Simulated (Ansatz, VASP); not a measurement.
# Two plane-wave programs on Sc

```xyz
2
Lattice="3.2754 0.0000 0.0000 -1.6377 2.8365 0.0000 0.0000 0.0000 5.1058" Properties=species:S:1:pos:R:3 pbc="T T T"
Sc    0.0000    1.8910    1.2765
Sc    1.6377    0.9455    3.8294
```

Alike in both runs: functional PBEsol; k mesh 16 × 16 × 10; occupations fermi-dirac, width 0.1 eV; no spin polarisation.

Ansatz relaxed the structure, and its values are those at the end. VASP's run is a single point on that final structure, the one shown.

```csv
,VASP,Ansatz
version,VASP 6.6.1,Ansatz 0.2.0
potentials or method,"VASP PAW PBE potentials, release 64 (Sc_sv)","PAW with Ansatz's default frozen-core files, scalar-relativistic"
plane-wave cutoff (eV),520,420
valence electrons in the cell,22,22
```

```csv
,VASP,Ansatz,Ansatz less VASP
pressure (GPa),0.0,0.0,0.00
```

VASP's potentials were made for PBE, not for PBEsol. With one functional, cell and mesh, what is left measures potentials, basis and numerics.
